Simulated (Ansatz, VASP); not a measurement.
# BN: VASP beside Ansatz

The input INCAR:

```
SYSTEM = BN
PREC     = Accurate       ! precision mode
ENCUT    = 520            ! plane-wave cutoff, eV
EDIFF    = 1E-7           ! SCF threshold, eV
ISMEAR   = 0              ! smearing method
SIGMA    = 0.02           ! smearing width, eV
LREAL    = .False.        ! projectors in reciprocal space
LASPH    = .True.         ! aspherical terms in the spheres
NELM     = 60             ! most SCF steps
ALGO     = Normal         ! electronic algorithm
ISIF     = 2              ! what is computed and relaxed
LWAVE    = .False.        ! write WAVECAR
LCHARG   = .True.         ! write CHGCAR
GGA      = PE             ! functional
LELF     = .True.         ! ELF
LVHAR    = .True.       
NBANDS   = 11             ! bands
```

File KPOINTS:

```
Automatic mesh
0
Gamma
  12 12 12
  0 0 0
```

POSCAR

```
BN
1.0
   -0.0019711430      3.5869280579      2.3025333272
    1.2303858226      0.0000000000      2.3013943420
    1.2323569657      3.5869280579     -0.0011389852
B N
1 1
Direct
   -0.0110626033      0.0275642104      1.0110626033
    0.6777625933      0.6391357796      0.3222374067
```

Input for Ansatz:

```yaml
crystal:
  lattice:
    - [-0.001971143, 3.5869280579, 2.3025333272]
    - [1.2303858226, 0.0, 2.301394342]
    - [1.2323569657, 3.5869280579, -0.0011389852]
  atoms:
    - { symbol: B, position: [-0.0110626033, 0.0275642104, 1.0110626033] }
    - { symbol: "N", position: [0.6777625933, 0.6391357796, 0.3222374067] }
basis:
  ecutwfc: 420
kpoints:
  mp_grid: { grid: [12, 12, 12] }
hamiltonian:
  xc: pbe
scf:
  occupations: { method: gaussian, width: 0.02 }
output:
  forces: true
  stress: true
  eigenvalues: true
  populations: true
```

Alike in both runs: task single point; functional PBE; k mesh 12 × 12 × 12; occupations gaussian, width 0.02 eV; no spin polarisation.

|  | VASP | Ansatz |
| --- | --- | --- |
| version | VASP 6.6.1 | Ansatz 0.2.0 |
| potentials or method | VASP PAW PBE potentials, release 64 (B, N), cutoff 520 eV | scalar-relativistic, plane waves, PAW |
| valence electrons in the cell | 8 | 8 |

```csv
,VASP,Ansatz,Ansatz less VASP
gap on the k mesh at the Fermi level (eV),4.05,4.06,+0.005
least direct gap on the mesh (eV),4.37,4.37,+0.005
pressure (GPa),-1.8,-1.7,+0.05
"traceless stress, the component that is largest in VASP (GPa)",-28.53,-28.45,+0.077
rms of the force components (eV/Å),3.270,3.274,+0.0041
```

Atom by atom the forces differ by 0.006 eV/Å (rms over components). The functional is the same, so the differences come from potentials, cutoffs and numerics.
